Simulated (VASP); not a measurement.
Here is a VASP 6.6.1 calculation.

File INCAR:

```
SYSTEM = Bi
  PREC = Accurate
  ENCUT = 520
  EDIFF = 1E-6
  ISMEAR = -1
  SIGMA = 0.1
  LREAL = .False.
  LASPH = .True.
  NELM = 60
  ALGO = Normal
  ISIF = 2
  LWAVE = .False.
  LCHARG = .False.
  GGA = PE
  NBANDS = 22
```

The input KPOINTS:

```
Automatic mesh
0
Gamma
  12 12 8
  0 0 0
```

File POSCAR:

```
Bi
1.0
   -3.2896360610      3.3252840874      1.7547481228
    3.3252840874     -3.2896360610      1.7547481228
    3.2661033666      3.2661033666     -1.6894586972
Bi
2
Direct
    0.0001780374      0.9998219626      1.0000000000
    0.7498219626      0.2501780374      0.5000000000
```

Potentials or basis: VASP PAW PBE potentials, release 64 (Bi_d).

The run is started by

```sh
$ cat potpaw_PBE.64/Bi_d/POTCAR > POTCAR
$ mpirun -np 1 vasp_std > vasp.out
```

What does it give for the band gap on the k mesh?

Zero (band 15 reaches 8.54 eV, above the bottom of band 16 at 3.87 eV).

What does it give for the largest force?

0.018 eV/Å.

Forces on the atoms (eV/Å):
```
Bi   0.013 -0.013  0.000
Bi  -0.013  0.013  0.000
```

Caveat: spin-orbit coupling is left out, which moves the levels of the heavy elements.
